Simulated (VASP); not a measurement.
# SrTe (Fm-3m) in VASP: settings compared, part 2 of 2

VASP 6.6.1.

## 4. Single point, r2SCAN

POSCAR

```
SrTe
1.0
    0.0000000000      3.3527582020      3.3527582020
    3.3527582020      0.0000000000      3.3527582020
    3.3527582020      3.3527582020      0.0000000000
Sr Te
1 1
Direct
    0.0000000000      0.0000000000      0.0000000000
    0.5000000000      0.5000000000      0.5000000000
```

INCAR.step1

```
  PREC = Accurate
  ENCUT = 550
  ISMEAR = 0
  SIGMA = 0.01
  LREAL = F
  LASPH = T
  NELM = 120
  NBANDS = 15
  GGA = PE
  ALGO = Normal
  EDIFF = 1E-5
  LWAVE = T
  LCHARG = F
  GGA_COMPAT = F
```

INCAR.step2

```
  PREC = Accurate
  ENCUT = 550
  EDIFF = 1E-6
  ISMEAR = 0
  SIGMA = 0.01
  LREAL = F
  LASPH = T
  NELM = 120
  ALGO = Normal
  ISIF = 2
  LWAVE = F
  LCHARG = F
  METAGGA = R2SCAN
  LMIXTAU = T
  NBANDS = 15
  ISTART = 1
  GGA_COMPAT = F
```

KPOINTS

```
regular mesh
0
Gamma
  6 6 6
```

Potentials or basis: VASP PAW PBE potentials, release 64 (Sr_sv, Te).

Run with:

```sh
$ cat potpaw_PBE.64/Sr_sv/POTCAR potpaw_PBE.64/Te/POTCAR > POTCAR
$ cp INCAR.step1 INCAR
$ mpirun -np 1 vasp_std > vasp.out
$ cp INCAR.step2 INCAR
$ mpirun -np 1 vasp_std > vasp.out
```

OUTCAR:

```text
PREC = Accurate
   ENCUT = 550
   EDIFF = 1E-6
   ISMEAR = 0
   LREAL = F
   LASPH = T
   NELM = 120
   ISIF = 2
   METAGGA = R2SCAN
   ISTART = 1

 ion  position               nearest neighbor table
   1  0.000  0.000  0.000-   2 3.35   2 3.35   2 3.35   2 3.35   2 3.35   2 3.35
   2  0.500  0.500  0.500-   1 3.35   1 3.35   1 3.35   1 3.35   1 3.35   1 3.35

  LATTYP: Found a face centered cubic cell.
 ALAT       =     6.7055164040

  Lattice vectors:

 A1 = (   0.0000000000,   3.3527582020,   3.3527582020)
 A2 = (   3.3527582020,   0.0000000000,   3.3527582020)
 A3 = (   3.3527582020,   3.3527582020,   0.0000000000)

Analysis of symmetry for initial positions (statically):
=====================================================================
 Subroutine PRICEL returns:
 Original cell was already a primitive cell.

 Routine SETGRP: Setting up the symmetry group for a
 face centered cubic supercell.

 Subroutine GETGRP returns: Found 48 space group operations
 (whereof 48 operations were pure point group operations)
 out of a pool of 48 trial point group operations.

The static configuration has the point symmetry O_h .
[... 164 lines left out ...]
      4     -14.8209      2.00000
      5      -7.7190      2.00000
      6       2.4882      2.00000
      7       2.4882      2.00000
      8       2.4882      2.00000
      9       6.0068      0.00000
     10       6.2284      0.00000
     11       6.2284      0.00000
     12       6.2284      0.00000
     13       6.9026      0.00000
     14       6.9026      0.00000
[... 257 lines left out ...]
      2     -14.8863      2.00000
      3     -14.8635      2.00000
      4     -14.8579      2.00000
      5      -7.1900      2.00000
      6       0.6959      2.00000
      7       1.1828      2.00000
      8       1.2489      2.00000
      9       5.7955      0.00000
     10       7.4690      0.00000
     11       8.0102      0.00000
     12       8.7232      0.00000
     13       9.1634      0.00000
     14       9.5104      0.00000
     15      11.5643      0.00000

------------------------ aborting loop because EDIFF is reached ----------------------------------------

  FORCE on cell =-STRESS in cart. coord.  units (eV):
  Direction    XX          YY          ZZ          XY          YZ          ZX
  --------------------------------------------------------------------------------------
  -------------------------------------------------------------------------------------
  Total        0.0484776      0.0484776      0.0484776      0.0000000      0.0000000      0.0000000
  in kB        1.0304214      1.0304214      1.0304214      0.0000000      0.0000000      0.0000000
  external PRESSURE =       1.0304214 kB  Pullay stress =       0.0000000 kB

 VOLUME and BASIS-vectors are now :
 -----------------------------------------------------------------------------
  energy-cutoff  :      550.00
  volume of cell :       75.38
      direct lattice vectors                 reciprocal lattice vectors
     0.000000000  3.352758202  3.352758202    -0.149130945  0.149130945  0.149130945
     3.352758202  0.000000000  3.352758202     0.149130945 -0.149130945  0.149130945
     3.352758202  3.352758202  0.000000000     0.149130945  0.149130945 -0.149130945

 POSITION                                       TOTAL-FORCE (eV/Angst)
 -----------------------------------------------------------------------------------
      0.00000      0.00000      0.00000        -0.000000      0.000000      0.000000
      3.35276      3.35276      3.35276         0.000000     -0.000000     -0.000000
 -----------------------------------------------------------------------------------
    total drift:                                0.000000      0.000000      0.000000

  FREE ENERGIE OF THE ION-ELECTRON SYSTEM (eV)
  ---------------------------------------------------
  free  energy   TOTEN  =       -44.5969303049 eV

  energy  without entropy=      -44.5969303049  energy(sigma->0) =      -44.59693030
```

OUTCAR.step1:

```text
PREC = Accurate
   ENCUT = 550
   ISMEAR = 0
   LREAL = F
   LASPH = T
[... 497 lines left out ...]
 -----------------------------------------------------------------------------------
      0.00000      0.00000      0.00000         0.000000      0.000000      0.000000
      3.35276      3.35276      3.35276        -0.000000     -0.000000     -0.000000
 -----------------------------------------------------------------------------------
    total drift:                                0.000000      0.000000      0.000000

  FREE ENERGIE OF THE ION-ELECTRON SYSTEM (eV)
  ---------------------------------------------------
  free  energy   TOTEN  =        -8.2674766699 eV

  energy  without entropy=       -8.2674766699  energy(sigma->0) =       -8.26747667
```

It took 45 s on 1 thread of Intel Xeon Platinum 8488C (Sapphire Rapids), shared host; peak memory 0.22 GiB.

Results:

```yaml
Free_energy: -44.5969 eV
Pressure: 0.1 GPa
Band_gap_on_the_k_mesh: 2.14 eV (least direct gap 2.89 eV)
```

Caveat: the PAW data sets were made with another functional, which shifts forces and pressure a little; spin-orbit coupling is left out, which moves the levels of the heavy elements. A k mesh can miss the band edges.

## 5. Single point, HSE06

POSCAR is that of step 4.

INCAR.step1

```
SYSTEM = SrTe
PREC     = Accurate       ! precision mode
ENCUT    = 400            ! plane-wave cutoff, eV
EDIFF    = 1E-5           ! SCF threshold, eV
ISMEAR   = 0              ! smearing method
SIGMA    = 0.01           ! smearing width, eV
LREAL    = .FALSE.        ! projectors in reciprocal space
LASPH    = .TRUE.         ! aspherical terms in the spheres
NELM     = 120            ! most SCF steps
ALGO     = Normal         ! electronic algorithm
ISIF     = 2              ! what is computed and relaxed
LWAVE    = .TRUE.         ! write WAVECAR
LCHARG   = .FALSE.        ! write CHGCAR
NBANDS   = 15             ! bands
GGA      = PE             ! functional
GGA_COMPAT= .FALSE.
```

INCAR.step2

```
SYSTEM = SrTe
PREC     = Accurate       ! precision mode
ENCUT    = 400            ! plane-wave cutoff, eV
EDIFF    = 1E-6           ! SCF threshold, eV
ISMEAR   = 0              ! smearing method
SIGMA    = 0.01           ! smearing width, eV
LREAL    = .FALSE.        ! projectors in reciprocal space
LASPH    = .TRUE.         ! aspherical terms in the spheres
NELM     = 120            ! most SCF steps
ALGO     = Normal         ! electronic algorithm
ISIF     = 2              ! what is computed and relaxed
LWAVE    = .FALSE.        ! write WAVECAR
LCHARG   = .FALSE.        ! write CHGCAR
GGA      = PE             ! functional
LHFCALC  = .TRUE.         ! exact exchange
HFSCREEN = 0.2079         ! screening, 1/A
PRECFOCK = Normal       
NBANDS   = 15             ! bands
ISTART   = 1            
GGA_COMPAT= .FALSE.
```

KPOINTS

```
regular mesh
0
G
  4 4 4
  0 0 0
```

Run with:

```sh
$ cat potpaw_PBE.64/Sr_sv/POTCAR potpaw_PBE.64/Te/POTCAR > POTCAR
$ cp INCAR.step1 INCAR
$ mpirun -np 1 vasp_std > vasp.out
$ cp INCAR.step2 INCAR
$ mpirun -np 1 vasp_std > vasp.out
```

Wall time 3.1 min (1 thread of Intel Xeon Platinum 8488C (Sapphire Rapids), shared host); peak memory 0.28 GiB.

It converged, with:

```
Free energy            : -9.4541 eV
Pressure               : -0.2 GPa
Band gap on the k mesh : 2.49 eV (least direct gap 3.30 eV)
```

Levels at points of the mesh, in eV from the valence-band top:
| k point | band 4 | band 5 | band 6 | band 7 | band 8 | band 9 | band 10 | band 11 | band 12 | band 13 |
| --- | --- | --- | --- | --- | --- | --- | --- | --- | --- | --- |
| (0.00, 0.00, 0.00) | -17.93 | -10.81 | 0.00 | 0.00 | 0.00 | 3.52 | 4.19 | 4.19 | 4.19 | 4.86 |
| (0.50, 0.00, 0.00) | -17.93 | -10.12 | -3.00 | -1.13 | -1.13 | 4.57 | 6.22 | 6.46 | 6.46 | 7.52 |
| (0.50, 0.50, 0.00) | -17.97 | -10.31 | -2.15 | -0.81 | -0.81 | 2.49 | 4.67 | 5.84 | 7.16 | 7.32 |

Caveat: the PAW data sets were made with another functional, which shifts forces and pressure a little; spin-orbit coupling is left out, which moves the levels of the heavy elements.

## 6. Overview

```tsv
level	k mesh	cutoff (eV)	grid for exact exchange (PRECFOCK)	share of exact exchange	screening parameter	gap on the mesh (eV)	pressure (GPa)
PBE	6 × 6 × 6	500	-	-	-	1.75	0.3
r2SCAN	6 × 6 × 6	550	-	-	-	2.14	0.1
HSE06	4 × 4 × 4	400	Normal	0.25	0.2079 1/Å	2.49	-0.2
```

Alike in all rows: task single point; potentials or basis VASP PAW PBE potentials, release 64 (Sr_sv, Te); no spin polarisation; cell as given; smearing gaussian 0.01 eV.

On the cell as given the gap runs from 1.75 eV (PBE) to 2.49 eV (HSE06); the meshes differ, which moves gaps too. The pressure there spans -0.2 GPa (HSE06) to 0.3 GPa (PBE); a positive pressure means that this level wants a larger cell, a negative one a smaller.

Caveats: spin-orbit coupling is left out, which moves the levels of the heavy elements; the PAW data sets were made with another functional, which shifts forces and pressure a little (at least some runs).

Absolute energies hang on the potentials; compare differences alone.
